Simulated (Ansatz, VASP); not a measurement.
## One calculation of Ge, two programs

INCAR

```
SYSTEM = Ge
ALGO     = Normal         ! electronic algorithm
DIPOL    = 0.5 0.5 0.500
EDIFF    = 1E-6           ! SCF threshold, eV
ENCUT    = 520            ! plane-wave cutoff, eV
GGA      = CA             ! functional
IDIPOL   = 3            
ISIF     = 2              ! what is computed and relaxed
ISMEAR   = 0              ! smearing method
LASPH    = .True.         ! aspherical terms in the spheres
LCHARG   = .False.        ! write CHGCAR
LDIPOL   = .True.       
LREAL    = .False.        ! projectors in reciprocal space
LWAVE    = .False.        ! write WAVECAR
NBANDS   = 21             ! bands
NELM     = 100            ! most SCF steps
PREC     = Accurate       ! precision mode
SIGMA    = 0.1            ! smearing width, eV
```

Contents of KPOINTS:

```
k-points
0
Gamma
  12 12 1
  0 0 0
```

Contents of POSCAR:

```
Ge
1.0
    3.7040000000      0.0000000000      0.0000000000
   -1.8520000000      3.2077580956      0.0000000000
    0.0000000000      0.0000000000     28.0000000000
Ge
2
Direct
    0.3333333333      0.6666666667      0.5153035714
    0.6666666667      0.3333333333      0.4846964286
```

Input for Ansatz:

```yaml
crystal:
  lattice:
    - [3.704, 0.0, 0.0]
    - [-1.852, 3.2077580956, 0.0]
    - [0.0, 0.0, 28.0]
  atoms:
    - { symbol: Ge, position: [0.3333333333, 0.6666666667, 0.5153035714] }
    - { symbol: Ge, position: [0.6666666667, 0.3333333333, 0.4846964286] }
  periodic: [true, true, false]
basis:
  ecutwfc: 420
kpoints:
  mp_grid: { grid: [12, 12, 1] }
hamiltonian:
  xc: lda
  pseudopotentials: { kind: paw, azcp: { folder: soft_1 } }
scf:
  occupations: { method: gaussian, width: 0.1 }
output:
  forces: true
  stress: true
  eigenvalues: true
```

Alike in both runs: task single point; functional LDA; k mesh 12 × 12 × 1; occupations gaussian, width 0.1 eV; no spin polarisation.

```csv
,VASP,Ansatz
version,VASP 6.6.1,Ansatz 0.2.0
potentials or method,"VASP PAW LDA potentials, release 64 (Ge_d), cutoff 520 eV","scalar-relativistic, plane waves, PAW"
valence electrons in the cell,28,28
```

```csv
,VASP,Ansatz,Ansatz less VASP
gap on the k mesh at the Fermi level (eV),none,none,-
rms of the force components (eV/Å),0.080,0.095,+0.0154
```

Ansatz warns that its potentials were made for another functional, while VASP's fit it. LDA's correlation is that of Perdew and Zunger in VASP and of Perdew and Wang (1992) in Ansatz. Atom by atom the forces differ by 0.015 eV/Å (rms over components). A gap of «none» marks a metal or a gap that the smearing closes.
